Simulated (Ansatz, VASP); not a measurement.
# As in VASP and in Ansatz

```
CELL_PARAMETERS angstrom
3.38100 0.00000 0.00000
-1.69050 2.92803 0.00000
0.00000 0.00000 28.00000
ATOMIC_POSITIONS crystal
As 0.33333 0.66667 0.53193
As 0.66667 0.33333 0.46807
```

Alike in both runs: task single point; functional PBE; k mesh 9 × 9 × 1; occupations gaussian, width 0.02 eV; no spin polarisation.

|  | VASP | Ansatz |
| --- | --- | --- |
| version | VASP 6.6.1 | Ansatz 0.2.0 |
| potentials or method | VASP PAW PBE potentials, release 64 (As), cutoff 520 eV | scalar-relativistic, plane waves, PAW |
| valence electrons in the cell | 10 | 30 |

Ansatz gave:

- rms of the force components (eV/Å): 1.472

Question: What did VASP give for the same quantities?

Answer: rms of the force components (eV/Å): 1.456.

Atom by atom the forces differ by 0.016 eV/Å (rms over components). VASP's potentials hold 10 valence electrons a cell and Ansatz's 30, so a difference there can come from the potentials and not from the codes.
